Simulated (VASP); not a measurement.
# TeAu2S3 (P6/mmm) in VASP: a series of runs, part 2 of 2

VASP 6.6.1. Earlier steps stand in the parts before.

**3. Single point, PBE**

This run uses another cell than the first one, of 19.21 Å³/atom.

The input, INCAR:

```
ALGO = Normal
EDIFF = 1E-6
ENCUT = 500
GGA = PE
GGA_COMPAT = False
ISIF = 2
ISMEAR = 0
LASPH = True
LCHARG = False
LREAL = False
LWAVE = False
NBANDS = 32
NELM = 120
PREC = Accurate
SIGMA = 0.15
```

The input, KPOINTS:

```
k-points
0
Gamma
  3 3 2
```

The input, POSCAR:

```
TeAu2S3
1.0
    4.9824720302     -0.0000000031      0.0000000000
   -2.4912360124      4.3149473533      0.0000000000
    0.0000000000      0.0000000000      5.3610838795
Te S Au
1 3 2
Direct
    0.0000000000      0.0000000000      0.0000000000
    0.3333333333      0.6666666667      0.5000000000
    0.6666666667      0.3333333333      0.5000000000
    0.0000000000      0.0000000000      0.5000000000
    0.3333333333      0.6666666667      0.0000000000
    0.6666666667      0.3333333333      0.0000000000
```

Potentials or basis: VASP PAW PBE potentials, release 64 (Te, S, Au).

On the command line:

```
cat potpaw_PBE.64/Te/POTCAR potpaw_PBE.64/S/POTCAR potpaw_PBE.64/Au/POTCAR > POTCAR
mpirun -np 1 vasp_std > vasp.out
```

OUTCAR:

```text
EDIFF = 1E-6
   ENCUT = 500
   GGA = PE
   ISIF = 2
   ISMEAR = 0
   LASPH = True
   LREAL = False
   NELM = 120
   PREC = Accurate

 ion  position               nearest neighbor table
   1  0.000  0.000  0.000-   4 2.68   4 2.68   6 2.88   5 2.88   5 2.88   6 2.88   6 2.88   5 2.88

   2  0.333  0.667  0.500-   5 2.68   5 2.68
   3  0.667  0.333  0.500-   6 2.68   6 2.68
[... 399 lines left out ...]
  --------------------------------------------------------------------------------------
  -------------------------------------------------------------------------------------
  Total       -0.2320038     -0.2320038     -0.1789178     -0.0000000     -0.0000000     -0.0000000
  in kB       -3.2250218     -3.2250218     -2.4870874     -0.0000000     -0.0000000     -0.0000000
  external PRESSURE =      -2.9790437 kB  Pullay stress =       0.0000000 kB

 VOLUME and BASIS-vectors are now :
 -----------------------------------------------------------------------------
  energy-cutoff  :      500.00
  volume of cell :      115.26
      direct lattice vectors                 reciprocal lattice vectors
     4.982472030 -0.000000003  0.000000000     0.200703585  0.115876269  0.000000000
    -2.491236012  4.314947353  0.000000000     0.000000000  0.231752538  0.000000000
     0.000000000  0.000000000  5.361083879     0.000000000  0.000000000  0.186529445

 POSITION                                       TOTAL-FORCE (eV/Angst)
 -----------------------------------------------------------------------------------
      0.00000      0.00000      0.00000        -0.000000      0.000000      0.000000
      0.00000      2.87663      2.68054         0.000000     -0.000000      0.000000
      2.49124      1.43832      2.68054         0.000000      0.000000      0.000000
      0.00000      0.00000      2.68054        -0.000000      0.000000      0.000000
      0.00000      2.87663      0.00000        -0.000000     -0.000000      0.000000
      2.49124      1.43832      0.00000         0.000000      0.000000      0.000000
 -----------------------------------------------------------------------------------
    total drift:                                0.000000      0.000000      0.000000

  FREE ENERGIE OF THE ION-ELECTRON SYSTEM (eV)
  ---------------------------------------------------
  free  energy   TOTEN  =       -19.5400113467 eV

  energy  without entropy=      -19.4766304797  energy(sigma->0) =      -19.50832091
```

OSZICAR:

```text
N       E                     dE             d eps       ncg     rms          rms(c)
DAV:   1     0.247251654924E+03    0.24725E+03   -0.20775E+04   384   0.125E+03
DAV:   2    -0.732656298685E+01   -0.25458E+03   -0.24093E+03   432   0.251E+02
DAV:   3    -0.214008455306E+02   -0.14074E+02   -0.13593E+02   480   0.548E+01
DAV:   4    -0.216100147210E+02   -0.20917E+00   -0.20901E+00   424   0.787E+00
DAV:   5    -0.216138135122E+02   -0.37988E-02   -0.37979E-02   488   0.102E+00    0.212E+01
DAV:   6    -0.197775475487E+02    0.18363E+01   -0.81361E+00   456   0.235E+01    0.184E+01
DAV:   7    -0.195757359901E+02    0.20181E+00   -0.12151E+00   432   0.748E+00    0.825E+00
DAV:   8    -0.195783525348E+02   -0.26165E-02   -0.44650E-01   456   0.241E+00    0.331E+00
DAV:   9    -0.195416845802E+02    0.36668E-01   -0.11862E-01   440   0.128E+00    0.131E+00
DAV:  10    -0.195404412581E+02    0.12433E-02   -0.99889E-03   480   0.550E-01    0.887E-01
DAV:  11    -0.195401219056E+02    0.31935E-03   -0.10240E-03   440   0.132E-01    0.380E-01
DAV:  12    -0.195400048331E+02    0.11707E-03   -0.46767E-04   456   0.102E-01    0.450E-02
DAV:  13    -0.195400120498E+02   -0.72167E-05   -0.57129E-05   432   0.341E-02    0.608E-02
DAV:  14    -0.195400106106E+02    0.14392E-05   -0.18712E-06   344   0.745E-03    0.331E-02
DAV:  15    -0.195400113467E+02   -0.73615E-06   -0.15058E-06   320   0.626E-03
   1 F= -.19540011E+02 E0= -.19508321E+02  d E =-.633809E-01
```

stdout:

```text
POSCAR found type information on POSCAR TeS Au
 POSCAR found :  3 types and       6 ions
 scaLAPACK will be used
 LDA part: xc-table for (Slater+PW92), standard interpolation
 POSCAR, INCAR and KPOINTS ok, starting setup
 FFT: planning ... GRIDC
 FFT: planning ... GRID_SOFT
 FFT: planning ... GRID
 WAVECAR not read
 entering main loop
```

It took 44 s on 1 thread of Intel Xeon 8259CL, shared host; peak memory 0.22 GiB.

Results:

```yaml
Free_energy: -19.5400 eV
Pressure: -0.3 GPa
Band_gap_on_the_k_mesh: zero (bands 23 and 24 overlap by 1.10 eV)
```

Levels at points of the mesh, in eV from the Fermi level:
| k point | band 18 | band 19 | band 20 | band 21 | band 22 | band 23 | band 24 | band 25 | band 26 | band 27 |
| --- | --- | --- | --- | --- | --- | --- | --- | --- | --- | --- |
| (0.00, 0.00, 0.00) | -3.45 | -3.19 | -2.89 | -1.94 | -1.85 | 0.96 | 0.96 | 2.62 | 2.62 | 3.12 |
| (0.00, 0.00, 0.50) | -2.87 | -2.87 | -1.14 | -1.00 | -0.24 | 0.53 | 0.53 | 2.42 | 2.42 | 2.65 |

Caveat: the k points lie up to 0.59 Å⁻¹ apart, too coarse for converged energies and pressures of a metal; spin-orbit coupling is left out, which moves the levels of the heavy elements.
